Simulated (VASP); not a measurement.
# Ag (P6_3/mmc) in VASP: single point with PBEsol

Aim: the single point of Ag with PBEsol.

Program: VASP 6.6.1. These are calculated values, not measurements. Logs are shortened: lines on timing, memory, paths and dates and some standing lists are left out, and cuts for length are marked.

### 1 The cell of the first run

It takes space group P6_3/mmc (No. 194, hexagonal). The conventional cell has a = 2.816 Å, b = 2.816 Å, c = 9.758 Å, α = 90.00°, β = 90.00°, γ = 120.00°. Ag (site symmetry -6m2) has 12 Ag at 2.82 to 2.93 Å within 3.7 Å. Ag (site symmetry -3m) has 12 Ag at 2.82 to 2.93 Å within 3.7 Å.

### 2 Single point, PBEsol

INCAR reads:

```
SYSTEM = Ag
PREC = Accurate
ENCUT = 520
EDIFF = 1E-6
ISMEAR = 1
SIGMA = 0.05
LREAL = .FALSE.
LASPH = .TRUE.
NELM = 60
ALGO = Normal
ISIF = 2
LWAVE = .FALSE.
LCHARG = .FALSE.
GGA = PS
NBANDS = 30
```

KPOINTS reads:

```
regular mesh
0
G
  18 18 5
  0 0 0
```

POSCAR reads:

```
Ag
1.0
    2.8162933040      0.0000000000      0.0000000000
   -1.4081466520      2.4389815458      0.0000000000
    0.0000000000      0.0000000000      9.7577898415
Ag
4
Direct
    0.3333333333      0.6666666667      0.2500000000
    0.6666666667      0.3333333333      0.7500000000
    0.0000000000      0.0000000000      0.0000000000
    0.0000000000      0.0000000000      0.5000000000
```

Potentials or basis: VASP PAW PBE potentials, release 64 (Ag).

Started as:

```console
> cat potpaw_PBE.64/Ag/POTCAR > POTCAR
> mpirun -np 1 vasp_std > vasp.out
```

OUTCAR:

```text
SYSTEM = Ag
   PREC = Accurate
   ENCUT = 520
   EDIFF = 1E-6
   ISMEAR = 1
   LREAL = .FALSE.
   LASPH = .TRUE.
   NELM = 60
   ISIF = 2
   GGA = PS

 ion  position               nearest neighbor table
   1  0.333  0.667  0.250-   3 2.93   4 2.93   3 2.93   4 2.93   3 2.93   4 2.93
   2  0.667  0.333  0.750-   3 2.93   4 2.93   3 2.93   4 2.93   3 2.93   4 2.93
   3  0.000  0.000  0.000-   1 2.93   2 2.93   2 2.93   1 2.93   2 2.93   1 2.93
   4  0.000  0.000  0.500-   1 2.93   2 2.93   2 2.93   1 2.93   2 2.93   1 2.93

  LATTYP: Found a hexagonal cell.
 ALAT       =     2.8162933040
 C/A-ratio  =     3.4647633567

  Lattice vectors:

 A1 = (   2.8162933040,   0.0000000000,   0.0000000000)
 A2 = (  -1.4081466520,   2.4389815458,   0.0000000000)
 A3 = (   0.0000000000,   0.0000000000,   9.7577898415)

Analysis of symmetry for initial positions (statically):
=====================================================================
 Subroutine PRICEL returns:
 Original cell was already a primitive cell.

 Routine SETGRP: Setting up the symmetry group for a
 hexagonal supercell.

 Subroutine GETGRP returns: Found 24 space group operations
 (whereof 12 operations were pure point group operations)
 out of a pool of 24 trial point group operations.

The static configuration has the point symmetry D_3d.
 The point group associated with its full space group is D_6h.

Analysis of symmetry for dynamics (positions and initial velocities):
=====================================================================
 Subroutine PRICEL returns:
 Original cell was already a primitive cell.

 Routine SETGRP: Setting up the symmetry group for a
 hexagonal supercell.

 Subroutine GETGRP returns: Found 24 space group operations
 (whereof 12 operations were pure point group operations)
 out of a pool of 24 trial point group operations.

The dynamic configuration has the point symmetry D_3d.
 The point group associated with its full space group is D_6h.

 Subroutine INISYM returns: Found 24 space group operations
 (whereof 12 operations are pure point group operations),
 and found     1 'primitive' translations

----------------------------------------------------------------------------------------

                                     Primitive cell

  volume of cell :      67.0252

  direct lattice vectors                    reciprocal lattice vectors
     2.816293304  0.000000000  0.000000000     0.355076653  0.205003601  0.000000000
    -1.408146652  2.438981546  0.000000000     0.000000000  0.410007202  0.000000000
     0.000000000  0.000000000  9.757789841     0.000000000  0.000000000  0.102482224

  length of vectors
     2.816293304  2.816293304  9.757789841     0.410007202  0.410007202  0.102482224

  position of ions in fractional coordinates (direct lattice)
     0.333333333  0.666666667  0.250000000
     0.666666667  0.333333333  0.750000000
     0.000000000  0.000000000  0.000000000
     0.000000000  0.000000000  0.500000000

  ion indices of the primitive-cell ions
   primitive index   ion index
                 1           1
                 2           2
                 3           3
                 4           4

----------------------------------------------------------------------------------------

 KPOINTS: regular mesh

Automatic generation of k-mesh.
 Grid dimensions read from file:
 generate k-points for:   18   18    5

 Generating k-lattice:

  Cartesian coordinates                     Fractional coordinates (reciprocal lattice)
     0.019726481  0.011389089  0.000000000     0.055555556  0.000000000  0.000000000
     0.000000000  0.022778178  0.000000000     0.000000000  0.055555556  0.000000000
     0.000000000  0.000000000  0.020496445     0.000000000  0.000000000  0.200000000

  Length of vectors
     0.022778178  0.022778178  0.020496445

  Shift w.r.t. Gamma in fractional coordinates (k-lattice)
     0.000000000  0.000000000  0.000000000

 Subroutine IBZKPT returns following result:
 ===========================================

 Found    111 irreducible k-points:

 Following reciprocal coordinates:
            Coordinates               Weight
  0.000000  0.000000  0.000000      1.000000
  0.055556  0.000000  0.000000      6.000000
  0.111111  0.000000  0.000000      6.000000
  0.166667  0.000000  0.000000      6.000000
  0.222222  0.000000  0.000000      6.000000
  0.277778  0.000000  0.000000      6.000000
[... 16 lines left out ...]
  0.333333  0.111111  0.000000     12.000000
  0.388889  0.111111  0.000000     12.000000
 [... further k-points ...]
   k-points           NKPTS =    111   k-points in BZ     NKDIM =    111   number of bands    NBANDS=     30
   number of dos      NEDOS =    301   number of ions     NIONS =      4
   total plane-waves  NPLWV =  46080
   dimension x,y,z NGX =    24 NGY =   24 NGZ =   80
   dimension x,y,z NGXF=    48 NGYF=   48 NGZF=  160
   ions per type =               4
   NGX,Y,Z   is equivalent  to a cutoff of  14.17, 14.17, 13.63 a.u.
   NGXF,Y,Z  is equivalent  to a cutoff of  28.33, 28.33, 27.26 a.u.
 SYSTEM =  Ag
   PREC   = accura    normal or accurate (medium, high low for compatibility)
   ISTART =      0    job   : 0-new  1-cont  2-samecut
   ICHARG =      2    charge: 1-file 2-atom 10-const
   ISPIN  =      1    spin polarized calculation?
   LNONCOLLINEAR =      F non collinear calculations
   LSORBIT =      F    spin-orbit coupling
   LASPH  =      T    aspherical Exc in radial PAW
   ENCUT  =  520.0 eV  38.22 Ry    6.18 a.u.   5.24  5.24 18.14*2*pi/ulx,y,z
   NELM   =     60;   NELMIN=  2; NELMDL= -5     # of ELM steps
   EDIFF  = 0.1E-05   stopping-criterion for ELM
   LREAL  =      F    real-space projection
   EDIFFG = 0.1E-04   stopping-criterion for IOM
   NSW    =      0    number of steps for IOM
   IBRION =     -1    ionic relax: 0-MD 1-quasi-New 2-CG
   NFREE  =      0    steps in history (QN), initial steepest desc. (CG)
   ISIF   =      2    stress and relaxation
   ISYM   =      2    0-nonsym 1-usesym 2-fastsym
   POTIM  = 0.5000    time-step for ionic-motion
   TEBEG  =    0.0;   TEEND  =   0.0 temperature during run
   PSTRESS=    0.0 pullay stress
   NELECT =      44.0000    total number of electrons
   NUPDOWN=      -1.0000    fix difference up-down
   EMIN   =  10.00;   EMAX   =-10.00  energy-range for DOS
   EFERMI =   0.00;   METHOD = LEGACY
   ISMEAR =     1;   SIGMA  =   0.05  broadening in eV -4-tet -1-fermi 0-gaus
   EFERMI_NEDOS =   21; number of points for ismear=-14 and -15
   IALGO  =     38    algorithm
   IMIX   =      4    mixing-type and parameters
     AMIX     =   0.40;   BMIX     =  1.00
     AMIX_MAG =   1.60;   BMIX_MAG =  1.00
  volume/ion in A,a.u.               =      16.76       113.08
  Fermi-wavevector in a.u.,A,eV,Ry     =   1.422808  2.688718 27.543415  2.024384
  Thomas-Fermi vector in A             =   2.543473
   LORBIT       =      0    0 simple, 1 ext, 2 COOP (PROOUT), +10 PAW based schemes
   GGA     = PS    functional components
   LHFCALC =     F    Hartree Fock is set to
   AEXX    =    0.0000 exact exchange contribution
   IVDW    =     0    specifies the selected vdW correction
   LEPSILON=     F    determine dielectric tensor
   LRPA    =     F    only Hartree local field effects (RPA)
 non-spin polarized calculation
 Methfessel and Paxton  Order N= 1 SIGMA  =   0.05
  energy-cutoff  :      520.00
  volume of cell :       67.03
 maximum number of plane-waves:      1824
 NGX is ok and might be reduce to    24
   NGX = 11   NGY = 11   NGZ = 37

 number of electron      44.0000007 magnetization

 Free energy of the ion-electron system (eV)
  ---------------------------------------------------
  ext. energy  EPLUGINS =         0.00000000
  ---------------------------------------------------
  free energy    TOTEN  =       -13.16344477 eV

  energy without entropy =      -13.16317782  energy(sigma->0) =      -13.16335579

 E-fermi :   8.4165     XC(G=0): -12.5130

 val. band max:        8.4131738470   @ k =   0.3889   0.1111   0.4000
 cond. band min:       8.4345837150   @ k =   0.3889   0.0556   0.0000
 fundamental gap:      0.0214098680
 Fermi energy:         8.4164688190

 k-point     1 :       0.0000    0.0000    0.0000
  band No.  band energies     occupation
      1       0.5142      2.00000
      2       1.7682      2.00000
      3       1.7778      2.00000
      4       1.8984      2.00000
      5       3.3808      2.00000
      6       3.6599      2.00000
[... 22 lines left out ...]
     29      24.4389      0.00000
     30      25.4295      0.00000

 k-point     2 :       0.0556    0.0000    0.0000
  band No.  band energies     occupation
      1       0.6065      2.00000
      2       1.8519      2.00000
      3       1.8607      2.00000
      4       1.9603      2.00000
      5       3.3994      2.00000
      6       3.5877      2.00000
[... 22 lines left out ...]
     29      24.3588      0.00000
     30      25.2371      0.00000

 k-point     3 :       0.1111    0.0000    0.0000
  band No.  band energies     occupation
      1       0.8751      2.00000
      2       2.0859      2.00000
      3       2.0885      2.00000
      4       2.1345      2.00000
      5       3.3756      2.00000
      6       3.4363      2.00000
[... 22 lines left out ...]
     29      24.2099      0.00000
     30      24.4411      0.00000

 k-point     4 :       0.1667    0.0000    0.0000
  band No.  band energies     occupation
      1       1.2894      2.00000
      2       2.3184      2.00000
      3       2.3912      2.00000
      4       2.4310      2.00000
      5       3.1574      2.00000
      6       3.2777      2.00000
[... 616 lines left out ...]
     29      19.2460      0.00000
     30      20.5406      0.00000

 k-point    23 :       0.3333    0.1111    0.0000
  band No.  band energies     occupation
      1       2.2364      2.00000
      2       2.2443      2.00000
      3       2.3086      2.00000
      4       2.6542      2.00000
      5       2.7333      2.00000
      6       3.0048      2.00000
[... 22 lines left out ...]
     29      18.6123      0.00000
     30      19.8985      0.00000

 k-point    24 :       0.3889    0.1111    0.0000
  band No.  band energies     occupation
      1       2.1377      2.00000
      2       2.1625      2.00000
      3       2.2226      2.00000
      4       2.5631      2.00000
      5       2.6474      2.00000
      6       2.9984      2.00000
[... 22 lines left out ...]
     29      18.0304      0.00000
     30      18.5416      0.00000

 [... further k-points ...]
[... 5 lines left out ...]
  --------------------------------------------------------------------------------------
  -------------------------------------------------------------------------------------
  Total        0.8741009      0.8741009     -2.0654541      0.0000000     -0.0000000      0.0000000
  in kB       20.8946103     20.8946103    -49.3728577      0.0000000     -0.0000000      0.0000000
  external PRESSURE =      -2.5278790 kB  Pullay stress =       0.0000000 kB

 VOLUME and BASIS-vectors are now :
 -----------------------------------------------------------------------------
  energy-cutoff  :      520.00
  volume of cell :       67.03
      direct lattice vectors                 reciprocal lattice vectors
     2.816293304  0.000000000  0.000000000     0.355076653  0.205003601  0.000000000
    -1.408146652  2.438981546  0.000000000     0.000000000  0.410007202  0.000000000
     0.000000000  0.000000000  9.757789841     0.000000000  0.000000000  0.102482224

 POSITION                                       TOTAL-FORCE (eV/Angst)
 -----------------------------------------------------------------------------------
     -0.00000      1.62599      2.43945         0.000000     -0.000000     -0.000000
      1.40815      0.81299      7.31834        -0.000000     -0.000000      0.000000
      0.00000      0.00000      0.00000        -0.000000      0.000000      0.000000
      0.00000      0.00000      4.87889        -0.000000      0.000000      0.000000
 -----------------------------------------------------------------------------------
    total drift:                               -0.000000      0.000000     -0.000000

  FREE ENERGIE OF THE ION-ELECTRON SYSTEM (eV)
  ---------------------------------------------------
  free  energy   TOTEN  =       -13.1634447667 eV

  energy  without entropy=      -13.1631778218  energy(sigma->0) =      -13.16335579
```

It took 5.1 min on 1 thread of AMD EPYC 7R13 (Zen 3), shared host; peak memory 0.27 GiB.

What came out:

| Property | Result |
| --- | --- |
| Free energy | -13.1634 eV |
| Pressure | -0.3 GPa |
| Band gap on the k mesh | zero (band 22 reaches 12.27 eV, above the bottom of band 23 at 5.36 eV) |

Stress tensor (GPa, compression positive):
```
 2.09  0.00  0.00
 0.00  2.09  0.00
 0.00  0.00 -4.94
```

Levels at points of the mesh, in eV from the Fermi level:
```
           k point  band 18  band 19  band 20  band 21  band 22  band 23  band 24  band 25  band 26  band 27
(0.00, 0.00, 0.00)    -3.45    -3.45    -3.33    -3.33    -2.97    -2.97    -0.86     2.95    10.04    10.05
(0.50, 0.00, 0.00)    -2.67    -2.67    -2.62    -0.07     0.77     1.25     1.78     4.65     4.67     7.22
```

Caveat: the PAW data sets were made with another functional, which shifts forces and pressure a little.
